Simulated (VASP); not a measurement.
Write the native input for VASP 6.6.1 that does the following.

| Item | Value |
| --- | --- |
| Task | single point |
| Functional | PBE |
| Dispersion | D3(BJ) |
| Potentials or basis | VASP PAW PBE potentials, release 64 (Al, W_sv) |
| Cutoff | 520 eV |
| k mesh | 4 × 3 × 1 |
| Occupations | gaussian, width 0.1 eV |
| Spin | no spin polarisation |
| Dipole correction | no |
| Further INCAR settings | LREAL = Auto; ALGO = Normal; EDIFF = 1e-07; NBANDS = 49 |

The structure of Al18W lies in POSCAR:

```
Al18W
1.0
    5.7275650000      0.0000000000      0.0000000000
    4.2956740000      7.4403250000      0.0000000000
    0.0000000000      0.0000000000     17.6765370000
Al W
18 1
Direct
    0.1666665958      0.1111111410      0.0565722234
    0.6666666831      0.1111111410      0.0565722234
    0.1666667458      0.4444444295      0.0565722234
    0.6666666585      0.4444444295      0.0565722234
    0.1666666204      0.7777778524      0.0565722234
    0.6666667077      0.7777778524      0.0565722234
   -0.1750435438      0.2257031783      0.1836648208
    0.3249876740      0.2217244542      0.1872345245
   -0.1615520573      0.5537107586      0.1878891210
    0.3299454725      0.5589946676      0.1892503039
   -0.1757432381      0.8854954589      0.1898172702
    0.3227194571      0.8892260755      0.1911270290
   -0.0706462352      0.0381311300      0.3102246781
    0.4896243879     -0.0007767134      0.3226061756
    0.0103996381      0.3225485446      0.3203178881
    0.4713956804      0.3493641743      0.3147090406
    0.0621474248      0.6969862204      0.3407987662
    0.5807153635      0.6441000897      0.3214423164
    0.2633655798      0.8788321747      0.4087738452
```

The input as run:

INCAR

```
SYSTEM = Al18W
ALGO = Normal
EDIFF = 1E-7
ENCUT = 520
GGA = PE
ISIF = 2
ISMEAR = 0
IVDW = 12
LASPH = .True.
LCHARG = .False.
LREAL = Auto
LWAVE = .False.
NBANDS = 49
NELM = 100
PREC = Accurate
SIGMA = 0.1
```

KPOINTS

```
k-points
0
Gamma
  4 3 1
  0 0 0
```

Potentials or basis: VASP PAW PBE potentials, release 64 (Al, W_sv).

Launch:

```console
$ cat potpaw_PBE.64/Al/POTCAR potpaw_PBE.64/W_sv/POTCAR > POTCAR
$ mpirun -np 1 vasp_std > vasp.out
```

It gave:

```json
{"Largest force": "0.142 eV/Å", "Band gap on the k mesh": "zero (bands 34 and 35 overlap by 0.28 eV)", "Dispersion energy per atom": "-0.242 eV"}
```

Caveat: there is no dipole correction, which matters where the two faces differ; spin-orbit coupling is left out, which moves the levels of the heavy elements.

It took 24 min on 1 thread of Intel Xeon 8259CL, on a shared host, peak memory 0.87 GiB.
